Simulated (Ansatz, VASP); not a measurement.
# Two plane-wave programs on Rb

```
CELL_PARAMETERS angstrom
-2.83528 3.03375 2.83528
2.83528 -3.03375 2.83528
2.63681 2.83528 -2.83528
ATOMIC_POSITIONS crystal
Rb 0.00000 0.00000 0.00000
```

Change from the starting cell: engineering shear strain xy -0.0700, strain +e along x and -e along y -0.0350.

Alike in both runs: task single point; functional PBE; k mesh 12 × 12 × 12; occupations gaussian, width 0.15 eV; no spin polarisation.

|  | VASP | Ansatz |
| --- | --- | --- |
| version | VASP 6.6.1 | Ansatz 0.2.0 |
| potentials or method | VASP PAW PBE potentials, release 64 (Rb_sv), cutoff 520 eV | scalar-relativistic, plane waves, PAW |
| valence electrons in the cell | 9 | 9 |

```tsv
	VASP	Ansatz	Ansatz less VASP
gap on the k mesh at the Fermi level (eV)	none	none	-
pressure (GPa)	0.0	0.0	0.00
traceless stress, the component that is largest in VASP (GPa)	0.13	0.13	0.000
```

A gap of «none» marks a metal or a gap that the smearing closes.
